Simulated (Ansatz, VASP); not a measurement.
**BaTe in VASP and in Ansatz**

```xyz
2
Lattice="0.0000 3.3871 3.3871 3.3871 0.0000 3.3871 3.3871 3.3871 0.0000" Properties=species:S:1:pos:R:3 pbc="T T T"
Ba    0.0000    0.0000    0.0000
Te    3.3871    3.3871    3.3871
```

Change from the starting cell: volume scaled by 0.98.

Alike in both runs: task single point; functional PBEsol; k mesh 7 × 7 × 7; occupations fermi-dirac, width 0.05 eV; no spin polarisation.

```csv
,VASP,Ansatz
version,VASP 6.6.1,Ansatz 0.2.0
potentials or method,"VASP PAW PBE potentials, release 64 (Ba_sv, Te), cutoff 520 eV","all-electron LAPW, scalar-relativistic"
```

|  | VASP | Ansatz | Ansatz less VASP |
| --- | --- | --- | --- |
| gap on the k mesh at the Fermi level (eV) | 1.23 | 1.34 | +0.105 |
| least direct gap on the mesh (eV) | 1.62 | 1.69 | +0.065 |
| pressure (GPa) | 3.3 | 2.8 | -0.49 |

VASP's potentials were made for PBE, not for PBEsol. Ansatz ran all-electron here, and VASP with PAW potentials.

Spin-orbit coupling is off throughout.
